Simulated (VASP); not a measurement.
Here is a VASP 6.6.1 calculation.

INCAR

```
SYSTEM = Ag
  PREC = Accurate
  ENCUT = 600
  EDIFF = 1E-6
  ISMEAR = -1
  SIGMA = 0.05
  LREAL = .FALSE.
  LASPH = .TRUE.
  NELM = 60
  ALGO = Normal
  ISIF = 3
  LWAVE = .FALSE.
  LCHARG = .FALSE.
  GGA = PE
  IBRION = 2
  NSW = 60
  EDIFFG = -0.01
  PSTRESS = 200.0
```

KPOINTS

```
regular mesh
0
G
  11 11 11
  0 0 0
```

Contents of POSCAR:

```
Ag
1.0
    0.0000000000      2.0427500000      2.0427500000
    2.0427500000      0.0000000000      2.0427500000
    2.0427500000      2.0427500000      0.0000000000
Ag
1
Direct
    0.0000000000      0.0000000000      0.0000000000
```

Potentials or basis: VASP PAW PBE potentials, release 64 (Ag).

The run is started by

```sh
$ cat potpaw_PBE.64/Ag/POTCAR > POTCAR
$ mpirun -np 1 vasp_std > vasp.out
```

**Question.** What does it give for the space group after relaxing (to 0.05 Å)?

**Answer.** Fm-3m (No. 225).

**Question.** Predict the relaxed volume.

**Answer.** 15.39 Å³/atom.

**Question.** Estimate the relaxed cell.

**Answer.** a = 2.792 Å, b = 2.792 Å, c = 2.792 Å, α = 60.00°, β = 60.00°, γ = 60.00°.

Step by step:
| step | energy change (eV) | largest force (eV/Å) | pressure (GPa) | volume (Å³) |
| --- | --- | --- | --- | --- |
| 1 | 0.0000 | 0.0000 | 4.23 | 17.05 |
| 2 | 0.6352 | 0.0000 | 63.08 | 13.23 |
| 3 | 0.1093 | 0.0000 | 19.19 | 15.45 |
| 4 | 0.1153 | 0.0000 | 19.83 | 15.40 |
| 5 | 0.1193 | 0.0000 | 20.22 | 15.37 |
| 6 | 0.1141 | 0.0000 | 19.75 | 15.41 |
| 7 | 0.1169 | 0.0000 | 19.99 | 15.39 |

Caveat: the cell is relaxed towards a set pressure, so the enthalpy falls and the energy may rise.
